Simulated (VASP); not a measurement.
# MgO (Fm-3m) in VASP: notebook

The runs below take MgO through single point, relaxation of cell and atoms, with PBE.

Everything below comes from runs of VASP 6.6.1. Logs are shortened: lines on timing, memory, paths and dates and some standing lists are left out, and cuts for length are marked.

**Experimental background.**

“Electronic structure of alkaline earth and post-transition metal oxides”, 2009, arxiv:0908.1581 quotes, for a bulk crystal of MgO: band gap 7.83 eV.

The runs below are set against these values where they give the same quantity.

## Step 1: The cell of the first run

It takes space group Fm-3m (No. 225, cubic). The conventional cell has a = 4.254 Å, b = 4.254 Å, c = 4.254 Å, α = 90.00°, β = 90.00°, γ = 90.00°. Mg (site symmetry m-3m) has 6 O at 2.13 Å within 2.8 Å. Within 2.8 Å of O (site symmetry m-3m) lie 6 Mg at 2.13 Å.

## Step 2: Single point, PBE

INCAR

```
SYSTEM = MgO
PREC = Accurate
ENCUT = 520
EDIFF = 1E-7
ISMEAR = 0
SIGMA = 0.01
LREAL = .False.
LASPH = .True.
NELM = 80
ALGO = Normal
ISIF = 2
LWAVE = .False.
LCHARG = .False.
GGA = PE
NBANDS = 11
```

KPOINTS

```
Automatic mesh
0
Gamma
  8 8 8
  0 0 0
```

POSCAR

```
MgO
1.0
    0.0000000000      2.1268556921      2.1268556921
    2.1268556921      0.0000000000      2.1268556921
    2.1268556921      2.1268556921      0.0000000000
Mg O
1 1
Direct
    0.0000000000      0.0000000000      0.0000000000
    0.5000000000      0.5000000000      0.5000000000
```

Potentials or basis: VASP PAW PBE potentials, release 64 (Mg, O).

Command:

```sh
> cat potpaw_PBE.64/Mg/POTCAR potpaw_PBE.64/O/POTCAR > POTCAR
> mpirun -np 1 vasp_std > vasp.out
```

OUTCAR:

```text
SYSTEM = MgO
   PREC = Accurate
   ENCUT = 520
   EDIFF = 1E-7
   ISMEAR = 0
   LREAL = .False.
   LASPH = .True.
   NELM = 80
   ISIF = 2
   GGA = PE

 ion  position               nearest neighbor table
   1  0.000  0.000  0.000-   2 2.13   2 2.13   2 2.13   2 2.13   2 2.13   2 2.13
   2  0.500  0.500  0.500-   1 2.13   1 2.13   1 2.13   1 2.13   1 2.13   1 2.13

  LATTYP: Found a face centered cubic cell.
 ALAT       =     4.2537113842

  Lattice vectors:

 A1 = (   0.0000000000,   2.1268556921,   2.1268556921)
 A2 = (   2.1268556921,   0.0000000000,   2.1268556921)
 A3 = (   2.1268556921,   2.1268556921,   0.0000000000)

Analysis of symmetry for initial positions (statically):
=====================================================================
 Subroutine PRICEL returns:
 Original cell was already a primitive cell.

 Routine SETGRP: Setting up the symmetry group for a
 face centered cubic supercell.

 Subroutine GETGRP returns: Found 48 space group operations
 (whereof 48 operations were pure point group operations)
 out of a pool of 48 trial point group operations.

The static configuration has the point symmetry O_h .

Analysis of symmetry for dynamics (positions and initial velocities):
=====================================================================
 Subroutine PRICEL returns:
 Original cell was already a primitive cell.

 Routine SETGRP: Setting up the symmetry group for a
 face centered cubic supercell.

 Subroutine GETGRP returns: Found 48 space group operations
 (whereof 48 operations were pure point group operations)
 out of a pool of 48 trial point group operations.

The dynamic configuration has the point symmetry O_h .

 Subroutine INISYM returns: Found 48 space group operations
 (whereof 48 operations are pure point group operations),
 and found     1 'primitive' translations

----------------------------------------------------------------------------------------

                                     Primitive cell

  volume of cell :      19.2417

  direct lattice vectors                    reciprocal lattice vectors
     0.000000000  2.126855692  2.126855692    -0.235088822  0.235088822  0.235088822
     2.126855692  0.000000000  2.126855692     0.235088822 -0.235088822  0.235088822
     2.126855692  2.126855692  0.000000000     0.235088822  0.235088822 -0.235088822

  length of vectors
     3.007828165  3.007828165  3.007828165     0.407185785  0.407185785  0.407185785

  position of ions in fractional coordinates (direct lattice)
     0.000000000  0.000000000  0.000000000
     0.500000000  0.500000000  0.500000000

  ion indices of the primitive-cell ions
   primitive index   ion index
                 1           1
                 2           2

----------------------------------------------------------------------------------------

 KPOINTS: Automatic mesh

Automatic generation of k-mesh.
 Grid dimensions read from file:
 generate k-points for:    8    8    8

 Generating k-lattice:

  Cartesian coordinates                     Fractional coordinates (reciprocal lattice)
    -0.029386103  0.029386103  0.029386103     0.125000000  0.000000000  0.000000000
     0.029386103 -0.029386103  0.029386103     0.000000000  0.125000000  0.000000000
     0.029386103  0.029386103 -0.029386103     0.000000000  0.000000000  0.125000000

  Length of vectors
     0.050898223  0.050898223  0.050898223

  Shift w.r.t. Gamma in fractional coordinates (k-lattice)
     0.000000000  0.000000000  0.000000000

 Subroutine IBZKPT returns following result:
 ===========================================

 Found     29 irreducible k-points:

 Following reciprocal coordinates:
            Coordinates               Weight
  0.000000  0.000000  0.000000      1.000000
  0.125000  0.000000  0.000000      8.000000
  0.250000  0.000000  0.000000      8.000000
  0.375000  0.000000  0.000000      8.000000
  0.500000  0.000000  0.000000      4.000000
  0.125000  0.125000  0.000000      6.000000
[... 16 lines left out ...]
  0.500000  0.250000  0.125000     48.000000
 -0.375000  0.250000  0.125000     24.000000
 [... further k-points ...]
   k-points           NKPTS =     29   k-points in BZ     NKDIM =     29   number of bands    NBANDS=     11
   number of dos      NEDOS =    301   number of ions     NIONS =      2
   total plane-waves  NPLWV =  13824
   dimension x,y,z NGX =    24 NGY =   24 NGZ =   24
   dimension x,y,z NGXF=    48 NGYF=   48 NGZF=   48
   ions per type =               1   1
   NGX,Y,Z   is equivalent  to a cutoff of  13.27, 13.27, 13.27 a.u.
   NGXF,Y,Z  is equivalent  to a cutoff of  26.53, 26.53, 26.53 a.u.
 SYSTEM =  MgO
   PREC   = accura    normal or accurate (medium, high low for compatibility)
   ISTART =      0    job   : 0-new  1-cont  2-samecut
   ICHARG =      2    charge: 1-file 2-atom 10-const
   ISPIN  =      1    spin polarized calculation?
   LNONCOLLINEAR =      F non collinear calculations
   LSORBIT =      F    spin-orbit coupling
   LASPH  =      T    aspherical Exc in radial PAW
   ENCUT  =  520.0 eV  38.22 Ry    6.18 a.u.   5.59  5.59  5.59*2*pi/ulx,y,z
   NELM   =     80;   NELMIN=  2; NELMDL= -5     # of ELM steps
   EDIFF  = 0.1E-06   stopping-criterion for ELM
   LREAL  =      F    real-space projection
   EDIFFG = 0.1E-05   stopping-criterion for IOM
   NSW    =      0    number of steps for IOM
   IBRION =     -1    ionic relax: 0-MD 1-quasi-New 2-CG
   NFREE  =      0    steps in history (QN), initial steepest desc. (CG)
   ISIF   =      2    stress and relaxation
   ISYM   =      2    0-nonsym 1-usesym 2-fastsym
   POTIM  = 0.5000    time-step for ionic-motion
   TEBEG  =    0.0;   TEEND  =   0.0 temperature during run
   PSTRESS=    0.0 pullay stress
   NELECT =       8.0000    total number of electrons
   NUPDOWN=      -1.0000    fix difference up-down
   EMIN   =  10.00;   EMAX   =-10.00  energy-range for DOS
   EFERMI =   0.00;   METHOD = LEGACY
   ISMEAR =     0;   SIGMA  =   0.01  broadening in eV -4-tet -1-fermi 0-gaus
   EFERMI_NEDOS =   21; number of points for ismear=-14 and -15
   IALGO  =     38    algorithm
   IMIX   =      4    mixing-type and parameters
     AMIX     =   0.40;   BMIX     =  1.00
     AMIX_MAG =   1.60;   BMIX_MAG =  1.00
  volume/ion in A,a.u.               =       9.62        64.92
  Fermi-wavevector in a.u.,A,eV,Ry     =   1.221866  2.308991 20.312896  1.492956
  Thomas-Fermi vector in A             =   2.357033
   LORBIT       =      0    0 simple, 1 ext, 2 COOP (PROOUT), +10 PAW based schemes
   GGA     = PE    functional components
   LHFCALC =     F    Hartree Fock is set to
   AEXX    =    0.0000 exact exchange contribution
   IVDW    =     0    specifies the selected vdW correction
   LEPSILON=     F    determine dielectric tensor
   LRPA    =     F    only Hartree local field effects (RPA)
 non-spin polarized calculation
 Gauss-broadening in eV      SIGMA  =   0.01
  energy-cutoff  :      520.00
  volume of cell :       19.24
 maximum number of plane-waves:       534
 NGX is ok and might be reduce to    24
   NGX = 11   NGY = 11   NGZ = 11

 number of electron       8.0000004 magnetization

 Free energy of the ion-electron system (eV)
  ---------------------------------------------------
  ext. energy  EPLUGINS =         0.00000000
  ---------------------------------------------------
  free energy    TOTEN  =       -11.91168303 eV

  energy without entropy =      -11.91168303  energy(sigma->0) =      -11.91168303

 E-fermi :   3.0667     XC(G=0): -10.9396

 val. band max:        2.9688492238   @ k =   0.0000   0.0000   0.0000
 cond. band min:       7.4134012630   @ k =   0.0000   0.0000   0.0000
 fundamental gap:      4.4445520392
 Fermi energy:         3.0666506936

 k-point     1 :       0.0000    0.0000    0.0000
  band No.  band energies     occupation
      1     -14.1459      2.00000
      2       2.9688      2.00000
      3       2.9688      2.00000
      4       2.9688      2.00000
      5       7.4134      0.00000
      6      18.6011      0.00000
      7      18.6011      0.00000
      8      18.6011      0.00000
      9      22.4408      0.00000
     10      24.1810      0.00000
     11      24.1810      0.00000

 k-point     2 :       0.1250    0.0000    0.0000
  band No.  band energies     occupation
      1     -13.9911      2.00000
      2       2.0250      2.00000
      3       2.8710      2.00000
      4       2.8710      2.00000
      5       8.3314      0.00000
      6      16.9311      0.00000
      7      18.9420      0.00000
      8      18.9420      0.00000
      9      23.1638      0.00000
     10      23.1638      0.00000
     11      24.4979      0.00000

 k-point     3 :       0.2500    0.0000    0.0000
  band No.  band energies     occupation
      1     -13.5895      2.00000
      2       0.3651      2.00000
      3       2.6453      2.00000
      4       2.6453      2.00000
      5       9.7897      0.00000
      6      15.3553      0.00000
      7      19.3764      0.00000
      8      19.3764      0.00000
      9      22.7791      0.00000
     10      22.7791      0.00000
     11      24.4766      0.00000

 k-point     4 :       0.3750    0.0000    0.0000
  band No.  band energies     occupation
      1     -13.1395      2.00000
      2      -0.9925      2.00000
      3       2.4327      2.00000
      4       2.4327      2.00000
      5      10.5564      0.00000
      6      15.0642      0.00000
      7      19.1554      0.00000
      8      19.1554      0.00000
      9      23.7122      0.00000
     10      24.0773      0.00000
     11      24.0773      0.00000
[... 239 lines left out ...]
 k-point    22 :       0.3750    0.2500    0.1250
  band No.  band energies     occupation
      1     -13.3022      2.00000
      2       0.0220      2.00000
      3       1.8570      2.00000
      4       2.3802      2.00000
      5      11.1688      0.00000
      6      14.3324      0.00000
      7      17.7189      0.00000
      8      20.1700      0.00000
      9      20.8049      0.00000
     10      25.0608      0.00000
     11      28.2921      0.00000

 k-point    23 :       0.5000    0.2500    0.1250
  band No.  band energies     occupation
      1     -12.9481      2.00000
      2      -0.6385      2.00000
      3       1.3006      2.00000
      4       2.1370      2.00000
      5      12.2132      0.00000
      6      14.4163      0.00000
      7      16.5649      0.00000
      8      19.7539      0.00000
      9      22.3304      0.00000
     10      24.9935      0.00000
     11      28.5072      0.00000

 k-point    24 :      -0.3750    0.2500    0.1250
  band No.  band energies     occupation
      1     -12.7912      2.00000
      2      -0.9173      2.00000
      3       1.0995      2.00000
      4       2.0212      2.00000
      5      12.4327      0.00000
      6      14.8811      0.00000
      7      16.1502      0.00000
      8      19.5072      0.00000
      9      23.1481      0.00000
     10      24.6526      0.00000
     11      28.6581      0.00000

 [... further k-points ...]
[... 5 lines left out ...]
  --------------------------------------------------------------------------------------
  -------------------------------------------------------------------------------------
  Total       -0.0868686     -0.0868686     -0.0868686      0.0000000      0.0000000     -0.0000000
  in kB       -7.2331797     -7.2331797     -7.2331797      0.0000000      0.0000000     -0.0000000
  external PRESSURE =      -7.2331797 kB  Pullay stress =       0.0000000 kB

 VOLUME and BASIS-vectors are now :
 -----------------------------------------------------------------------------
  energy-cutoff  :      520.00
  volume of cell :       19.24
      direct lattice vectors                 reciprocal lattice vectors
     0.000000000  2.126855692  2.126855692    -0.235088822  0.235088822  0.235088822
     2.126855692  0.000000000  2.126855692     0.235088822 -0.235088822  0.235088822
     2.126855692  2.126855692  0.000000000     0.235088822  0.235088822 -0.235088822

 POSITION                                       TOTAL-FORCE (eV/Angst)
 -----------------------------------------------------------------------------------
      0.00000      0.00000      0.00000        -0.000000      0.000000     -0.000000
      2.12686      2.12686      2.12686         0.000000     -0.000000      0.000000
 -----------------------------------------------------------------------------------
    total drift:                               -0.000000     -0.000000      0.000000

  FREE ENERGIE OF THE ION-ELECTRON SYSTEM (eV)
  ---------------------------------------------------
  free  energy   TOTEN  =       -11.9116830346 eV

  energy  without entropy=      -11.9116830346  energy(sigma->0) =      -11.91168303
```

Wall time 2.9 s (1 thread of Intel Xeon 6975P-C (Granite Rapids), shared host); peak memory 0.13 GiB.

What came out:

* Free energy: -11.9117 eV
* Pressure: -0.7 GPa
* Band gap on the k mesh: 4.44 eV, direct

(Continued in part 2 of 2.)
